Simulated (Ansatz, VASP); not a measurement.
## Be16H in VASP and in Ansatz

```xyz
17
Lattice="-2.2900 -3.9664 0.0000 3.4350 -1.9832 0.0000 0.0000 0.0000 7.1769" Properties=species:S:1:pos:R:3 pbc="T T T"
Be   -0.0049   -3.9703   -0.0107
Be   -0.0057   -2.6400    1.7655
Be   -0.0096   -4.0788    3.5806
Be   -0.0033   -2.6413    5.4146
Be   -1.1586   -1.9744   -0.0124
Be    2.2930   -2.6336    1.7747
Be   -1.2673   -1.9117    3.5768
Be    2.2903   -2.6400    5.3619
Be    1.1467   -1.9756   -0.0106
Be    1.1390   -0.6567    1.7624
Be    1.2384   -1.9172    3.5806
Be    1.1397   -0.6571    5.3704
Be   -0.0005    0.0013   -0.0200
Be    1.1380   -4.6342    1.7748
Be    0.0356   -0.0198    3.5649
Be    1.1423   -4.6285    5.3620
H    -0.0158   -2.6344    3.3750
```

Alike in both runs: functional PBE; k mesh 5 × 6 × 4; occupations gaussian, width 0.1 eV; no spin polarisation.

Ansatz relaxed the structure, and its values are those at the end. VASP's run is a single point on that final structure, the one shown.

```csv
,VASP,Ansatz
version,VASP 6.6.1,Ansatz 0.2.0
potentials or method,"VASP PAW PBE potentials, release 64 (Be, H), cutoff 520 eV","scalar-relativistic, plane waves, PAW"
valence electrons in the cell,33,33
```

|  | VASP | Ansatz | Ansatz less VASP |
| --- | --- | --- | --- |
| rms of the force components (eV/Å) | 0.007 | 0.007 | -0.0004 |
